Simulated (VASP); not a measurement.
# AlNi3 (Pm-3m) in VASP: settings compared

AlNi3 is run at these levels: PBE, PBEsol; tasks: single point, relaxation of cell and atoms.

Program: VASP 6.6.1. These are calculated values, not measurements. Logs are shortened: lines on timing, memory, paths and dates and some standing lists are left out, and cuts for length are marked.

### Step 1. The cell of the first run

The structure is cubic, space group Pm-3m (No. 221). Conventional cell: a = 3.523 Å, b = 3.523 Å, c = 3.523 Å, α = 90.00°, β = 90.00°, γ = 90.00°. Within 3.3 Å of Ni (site symmetry 4/mmm) lie 8 Ni at 2.49 Å and 4 Al at 2.49 Å. Within 3.3 Å of Al (site symmetry m-3m) lie 12 Ni at 2.49 Å.

### Step 2. Single point, PBE, collinear spin, ferromagnetic start

INCAR reads:

```
SYSTEM = AlNi3
  ALGO = Normal
  EDIFF = 1E-6
  ENCUT = 690
  GGA = PE
  GGA_COMPAT = .FALSE.
  ISIF = 2
  ISMEAR = -1
  ISPIN = 2
  LASPH = .TRUE.
  LCHARG = .FALSE.
  LMAXMIX = 4
  LORBIT = 11
  LREAL = .FALSE.
  LWAVE = .FALSE.
  MAGMOM = 0.266667 0.266667 0.266667 0
  NBANDS = 40
  NELM = 200
  NUPDOWN = 0.8
  PREC = Accurate
  SIGMA = 0.05
```

KPOINTS reads:

```
k-points
0
G
  6 6 6
  0 0 0
```

POSCAR reads:

```
AlNi3
1.0
    3.5230547267      0.0000000000      0.0000000000
    0.0000000000      3.5230547267      0.0000000000
    0.0000000000      0.0000000000      3.5230547267
Ni Al
3 1
Direct
    0.5000000000      0.5000000000      0.0000000000
    0.5000000000      0.0000000000      0.5000000000
    0.0000000000      0.5000000000      0.5000000000
    0.0000000000      0.0000000000      0.0000000000
```

Potentials or basis: VASP PAW PBE potentials, release 64 (Ni_sv_GW, Al).

Command:

```sh
cat potpaw_PBE.64/Ni_sv_GW/POTCAR potpaw_PBE.64/Al/POTCAR > POTCAR
mpirun -np 1 vasp_std > vasp.out
```

OUTCAR:

```text
SYSTEM = AlNi3
   EDIFF = 1E-6
   ENCUT = 690
   GGA = PE
   ISIF = 2
   ISMEAR = -1
   ISPIN = 2
   LASPH = .TRUE.
   LORBIT = 11
   LREAL = .FALSE.
   NELM = 200
   NUPDOWN = 0.8
   PREC = Accurate

 ion  position               nearest neighbor table
   1  0.500  0.500  0.000-   2 2.49   3 2.49   4 2.49   2 2.49   3 2.49   2 2.49   4 2.49   2 2.49
                             3 2.49   4 2.49   3 2.49   4 2.49
   2  0.500  0.000  0.500-   1 2.49   3 2.49   4 2.49   1 2.49   4 2.49   1 2.49   3 2.49   1 2.49
                             3 2.49   4 2.49   4 2.49   3 2.49
   3  0.000  0.500  0.500-   1 2.49   2 2.49   4 2.49   1 2.49   4 2.49   2 2.49   4 2.49   4 2.49
                             1 2.49   2 2.49   1 2.49   2 2.49
   4  0.000  0.000  0.000-   1 2.49   2 2.49   3 2.49   2 2.49   3 2.49   1 2.49   3 2.49   3 2.49
                             1 2.49   2 2.49   2 2.49   1 2.49

  LATTYP: Found a simple cubic cell.
 ALAT       =     3.5230547267

  Lattice vectors:

 A1 = (   3.5230547267,   0.0000000000,   0.0000000000)
 A2 = (   0.0000000000,   3.5230547267,   0.0000000000)
 A3 = (   0.0000000000,   0.0000000000,   3.5230547267)

Analysis of symmetry for initial positions (statically):
=====================================================================
 Subroutine PRICEL returns:
 Original cell was already a primitive cell.

 Routine SETGRP: Setting up the symmetry group for a
 simple cubic supercell.

 Subroutine GETGRP returns: Found 48 space group operations
 (whereof 48 operations were pure point group operations)
 out of a pool of 48 trial point group operations.

The static configuration has the point symmetry O_h .

Analysis of symmetry for dynamics (positions and initial velocities):
=====================================================================
 Subroutine PRICEL returns:
 Original cell was already a primitive cell.

 Routine SETGRP: Setting up the symmetry group for a
 simple cubic supercell.

 Subroutine GETGRP returns: Found 48 space group operations
 (whereof 48 operations were pure point group operations)
 out of a pool of 48 trial point group operations.

The dynamic configuration has the point symmetry O_h .

Analysis of structural, dynamic, and magnetic symmetry:
=====================================================================
 Subroutine PRICEL returns:
 Original cell was already a primitive cell.

 Routine SETGRP: Setting up the symmetry group for a
 simple cubic supercell.

 Subroutine GETGRP returns: Found 48 space group operations
 (whereof 48 operations were pure point group operations)
 out of a pool of 48 trial point group operations.

The overall configuration has the point symmetry O_h .

 Subroutine INISYM returns: Found 48 space group operations
 (whereof 48 operations are pure point group operations),
 and found     1 'primitive' translations

----------------------------------------------------------------------------------------

                                     Primitive cell

  volume of cell :      43.7279

  direct lattice vectors                    reciprocal lattice vectors
     3.523054727  0.000000000  0.000000000     0.283844583  0.000000000  0.000000000
     0.000000000  3.523054727  0.000000000     0.000000000  0.283844583  0.000000000
     0.000000000  0.000000000  3.523054727     0.000000000  0.000000000  0.283844583

  length of vectors
     3.523054727  3.523054727  3.523054727     0.283844583  0.283844583  0.283844583

  position of ions in fractional coordinates (direct lattice)
     0.500000000  0.500000000  0.000000000
     0.500000000  0.000000000  0.500000000
     0.000000000  0.500000000  0.500000000
     0.000000000  0.000000000  0.000000000

  ion indices of the primitive-cell ions
   primitive index   ion index
                 1           1
                 2           2
                 3           3
                 4           4

----------------------------------------------------------------------------------------

 KPOINTS: k-points

Automatic generation of k-mesh.
 Grid dimensions read from file:
 generate k-points for:    6    6    6

 Generating k-lattice:

  Cartesian coordinates                     Fractional coordinates (reciprocal lattice)
     0.047307431  0.000000000  0.000000000     0.166666667  0.000000000  0.000000000
     0.000000000  0.047307431  0.000000000     0.000000000  0.166666667  0.000000000
     0.000000000  0.000000000  0.047307431     0.000000000  0.000000000  0.166666667

  Length of vectors
     0.047307431  0.047307431  0.047307431

  Shift w.r.t. Gamma in fractional coordinates (k-lattice)
     0.000000000  0.000000000  0.000000000

 Subroutine IBZKPT returns following result:
 ===========================================

 Found     20 irreducible k-points:

 Following reciprocal coordinates:
            Coordinates               Weight
  0.000000  0.000000  0.000000      1.000000
  0.166667  0.000000  0.000000      6.000000
  0.333333  0.000000  0.000000      6.000000
  0.500000  0.000000  0.000000      3.000000
  0.166667  0.166667  0.000000     12.000000
  0.333333  0.166667  0.000000     24.000000
[... 12 lines left out ...]
  0.500000  0.500000  0.333333      6.000000
  0.500000  0.500000  0.500000      1.000000
   k-points           NKPTS =     20   k-points in BZ     NKDIM =     20   number of bands    NBANDS=     40
   number of dos      NEDOS =    301   number of ions     NIONS =      4
   total plane-waves  NPLWV =  27000
   dimension x,y,z NGX =    30 NGY =   30 NGZ =   30
   dimension x,y,z NGXF=    60 NGYF=   60 NGZF=   60
   ions per type =               3   1
   NGX,Y,Z   is equivalent  to a cutoff of  14.16, 14.16, 14.16 a.u.
   NGXF,Y,Z  is equivalent  to a cutoff of  28.31, 28.31, 28.31 a.u.
 SYSTEM =  AlNi3
   PREC   = accura    normal or accurate (medium, high low for compatibility)
   ISTART =      0    job   : 0-new  1-cont  2-samecut
   ICHARG =      2    charge: 1-file 2-atom 10-const
   ISPIN  =      2    spin polarized calculation?
   LNONCOLLINEAR =      F non collinear calculations
   LSORBIT =      F    spin-orbit coupling
   LASPH  =      T    aspherical Exc in radial PAW
   ENCUT  =  690.0 eV  50.71 Ry    7.12 a.u.   7.55  7.55  7.55*2*pi/ulx,y,z
   NELM   =    200;   NELMIN=  2; NELMDL= -5     # of ELM steps
   EDIFF  = 0.1E-05   stopping-criterion for ELM
   LREAL  =      F    real-space projection
   EDIFFG = 0.1E-04   stopping-criterion for IOM
   NSW    =      0    number of steps for IOM
   IBRION =     -1    ionic relax: 0-MD 1-quasi-New 2-CG
   NFREE  =      0    steps in history (QN), initial steepest desc. (CG)
   ISIF   =      2    stress and relaxation
   ISYM   =      2    0-nonsym 1-usesym 2-fastsym
   POTIM  = 0.5000    time-step for ionic-motion
   TEBEG  =    0.0;   TEEND  =   0.0 temperature during run
   PSTRESS=    0.0 pullay stress
   NELECT =      57.0000    total number of electrons
   NUPDOWN=       0.8000    fix difference up-down
   EMIN   =  10.00;   EMAX   =-10.00  energy-range for DOS
   EFERMI =   0.00;   METHOD = LEGACY
   ISMEAR =    -1;   SIGMA  =   0.05  broadening in eV -4-tet -1-fermi 0-gaus
   EFERMI_NEDOS =   21; number of points for ismear=-14 and -15
   IALGO  =     38    algorithm
   IMIX   =      4    mixing-type and parameters
     AMIX     =   0.40;   BMIX     =  1.00
     AMIX_MAG =   1.60;   BMIX_MAG =  1.00
  volume/ion in A,a.u.               =      10.93        73.77
  Fermi-wavevector in a.u.,A,eV,Ry     =   1.788328  3.379449 43.513001  3.198115
  Thomas-Fermi vector in A             =   2.851527
   LORBIT       =     11    0 simple, 1 ext, 2 COOP (PROOUT), +10 PAW based schemes
   GGA     = PE    functional components
   LHFCALC =     F    Hartree Fock is set to
   AEXX    =    0.0000 exact exchange contribution
   IVDW    =     0    specifies the selected vdW correction
   LEPSILON=     F    determine dielectric tensor
   LRPA    =     F    only Hartree local field effects (RPA)
 spin polarized calculation
  energy-cutoff  :      690.00
  volume of cell :       43.73
 maximum number of plane-waves:      1856
   NGX = 15   NGY = 15   NGZ = 15

 number of electron      56.9999877 magnetization       0.7999999

 Free energy of the ion-electron system (eV)
  ---------------------------------------------------
  ext. energy  EPLUGINS =         0.00000000
  ---------------------------------------------------
  free energy    TOTEN  =       -24.71504021 eV

  energy without entropy =      -24.69108034  energy(sigma->0) =      -24.70306027

 E-fermi :   8.7833     XC(G=0): -13.3145

 val. band max:        8.6981894570   @ k =   0.1667   0.0000   0.0000
 cond. band min:       8.7837470335   @ k =   0.3333   0.3333   0.1667
 fundamental gap:      0.0855575766
 Fermi energy:         8.8943709894

 spin component 1

 k-point     1 :       0.0000    0.0000    0.0000
  band No.  band energies     occupation
      1     -94.4348      1.00000
      2     -94.4015      1.00000
      3     -94.4015      1.00000
      4     -54.8864      1.00000
      5     -54.8864      1.00000
      6     -54.8864      1.00000
[... 32 lines left out ...]
     39      22.9647      0.00000
     40      23.0243      0.00000

 k-point     2 :       0.1667    0.0000    0.0000
  band No.  band energies     occupation
      1     -94.4327      1.00000
      2     -94.4038      1.00000
      3     -94.4019      1.00000
      4     -54.8810      1.00000
      5     -54.8810      1.00000
      6     -54.8773      1.00000
[... 763 lines left out ...]
     39      27.2172      0.00000
     40      27.9212      0.00000

 k-point    20 :       0.5000    0.5000    0.5000
  band No.  band energies     occupation
      1     -94.4130      1.00000
      2     -94.4130      1.00000
      3     -94.4130      1.00000
      4     -54.9304      1.00000
      5     -54.8739      1.00000
      6     -54.8739      1.00000
[... 32 lines left out ...]
     39      29.0099      0.00000
     40      29.0469      0.00000
 Fermi energy:         8.7832976979

 spin component 2

 k-point     1 :       0.0000    0.0000    0.0000
  band No.  band energies     occupation
      1     -94.0623      1.00000
      2     -94.0286      1.00000
      3     -94.0286      1.00000
      4     -54.5263      1.00000
      5     -54.5263      1.00000
      6     -54.5263      1.00000
[... 32 lines left out ...]
     39      22.9954      0.00000
     40      23.3266      0.00000

 k-point     2 :       0.1667    0.0000    0.0000
  band No.  band energies     occupation
      1     -94.0602      1.00000
      2     -94.0309      1.00000
      3     -94.0289      1.00000
      4     -54.5213      1.00000
      5     -54.5213      1.00000
      6     -54.5190      1.00000
[... 763 lines left out ...]
     39      27.2180      0.00000
     40      27.9115      0.00000

 k-point    20 :       0.5000    0.5000    0.5000
  band No.  band energies     occupation
      1     -94.0403      1.00000
      2     -94.0403      1.00000
      3     -94.0403      1.00000
      4     -54.5419      1.00000
      5     -54.5419      1.00000
      6     -54.5419      1.00000
[... 32 lines left out ...]
     39      28.9642      0.00000
     40      28.9822      0.00000

------------------------ aborting loop because EDIFF is reached ----------------------------------------

  FORCE on cell =-STRESS in cart. coord.  units (eV):
  Direction    XX          YY          ZZ          XY          YZ          ZX
  --------------------------------------------------------------------------------------
  -------------------------------------------------------------------------------------
  Total        1.7617376      1.7617376      1.7617376      0.0000000     -0.0000000     -0.0000000
  in kB       64.5496105     64.5496105     64.5496105      0.0000000     -0.0000000     -0.0000000
  external PRESSURE =      64.5496105 kB  Pullay stress =       0.0000000 kB

 VOLUME and BASIS-vectors are now :
 -----------------------------------------------------------------------------
  energy-cutoff  :      690.00
  volume of cell :       43.73
      direct lattice vectors                 reciprocal lattice vectors
     3.523054727  0.000000000  0.000000000     0.283844583  0.000000000  0.000000000
     0.000000000  3.523054727  0.000000000     0.000000000  0.283844583  0.000000000
     0.000000000  0.000000000  3.523054727     0.000000000  0.000000000  0.283844583

 POSITION                                       TOTAL-FORCE (eV/Angst)
 -----------------------------------------------------------------------------------
      1.76153      1.76153      0.00000         0.000000      0.000000      0.000000
      1.76153      0.00000      1.76153         0.000000      0.000000      0.000000
      0.00000      1.76153      1.76153         0.000000      0.000000      0.000000
      0.00000      0.00000      0.00000         0.000000      0.000000      0.000000
 -----------------------------------------------------------------------------------
    total drift:                                0.000000      0.000000     -0.000000

  FREE ENERGIE OF THE ION-ELECTRON SYSTEM (eV)
  ---------------------------------------------------
  free  energy   TOTEN  =       -24.7150402060 eV

  energy  without entropy=      -24.6910803432  energy(sigma->0) =      -24.70306027

 total charge

# of ion       s       p       d       f       tot
--------------------------------------------------
    1        2.243   6.321   7.855   0.004  16.423
    2        2.243   6.321   7.855   0.004  16.423
    3        2.243   6.321   7.855   0.004  16.423
    4        0.412   0.408   0.000   0.000   0.820
--------------------------------------------------
tot          7.141  19.371  23.564   0.012  50.088

 magnetization (x)

# of ion       s       p       d       f       tot
--------------------------------------------------
    1       -0.001  -0.006   0.303  -0.000   0.296
    2       -0.001  -0.006   0.303  -0.000   0.296
    3       -0.001  -0.006   0.303  -0.000   0.296
    4       -0.000  -0.009   0.000   0.000  -0.009
--------------------------------------------------
tot         -0.003  -0.028   0.910  -0.000   0.879
```

It took 2.3 min on 1 thread of AMD EPYC 7R43 (Zen 3), shared host; peak memory 0.22 GiB.

Results:

* Free energy: -24.7150 eV
* Pressure: 6.5 GPa
* Net moment: 0.80 μB per cell
* Site moments: Ni +0.30; Al -0.01 μB
* Valence electrons inside the program's atomic spheres: Ni 16.42; Al 0.82

Caveat: the cell stands under pressure; the total moment is fixed, so each spin has its own Fermi level and the state may be an excited one.

(Part 1 of 2 ends here.)
